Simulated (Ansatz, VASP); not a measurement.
## CsBr in VASP and in Ansatz

```xyz
2
Lattice="4.3893 0.0000 0.0000 0.0000 4.3893 0.0000 0.0000 0.0000 4.3893" Properties=species:S:1:pos:R:3 pbc="T T T"
Cs    0.0000    0.0000    0.0000
Br    2.1947    2.1947    2.1947
```

Alike in both runs: functional PBE; k mesh 7 × 7 × 7; occupations fermi-dirac, width 0.02 eV; no spin polarisation.

Ansatz relaxed the structure, and its values are those at the end. VASP's run is a single point on that final structure, the one shown.

|  | VASP | Ansatz |
| --- | --- | --- |
| version | VASP 6.6.1 | Ansatz 0.2.0 |
| potentials or method | VASP PAW PBE potentials, release 64 (Cs_sv, Br), cutoff 500 eV | all-electron LAPW, scalar-relativistic |

|  | VASP | Ansatz | Ansatz less VASP |
| --- | --- | --- | --- |
| gap on the k mesh at the Fermi level (eV) | 4.26 | 4.27 | +0.011 |
| pressure (GPa) | 0.0 | 0.0 | -0.04 |

Ansatz ran all-electron here, and VASP with PAW potentials.

Neither program's run includes spin-orbit coupling.
